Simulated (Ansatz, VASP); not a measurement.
One calculation of Ba2C, two programs

```
C Ba
1.0
     0.00000    3.58566    3.58566
     3.58566    0.00000    3.58566
     3.58566    3.58566    0.00000
C Ba
1 2
Cartesian
  0.0000 0.0000 0.0000
  1.7928 1.7928 1.7928
  5.3785 5.3785 5.3785
```

Alike in both runs: task single point; functional PBE; k mesh 6 × 6 × 6; occupations fermi-dirac, width 0.02 eV; no spin polarisation.

|  | VASP | Ansatz |
| --- | --- | --- |
| version | VASP 6.6.1 | Ansatz 0.2.0 |
| potentials or method | VASP PAW PBE potentials, release 64 (C, Ba_sv) | plane waves, PAW |
| plane-wave cutoff (eV) | 520 | 420 |
| valence electrons in the cell | 24 | 24 |

Ansatz gave:

| Quantity | Value |
| --- | --- |
| pressure (GPa) | -1.7 |

**Question.** Estimate VASP's values.

**Answer.** Pressure (GPa): -0.7.

Neither program's run includes spin-orbit coupling.
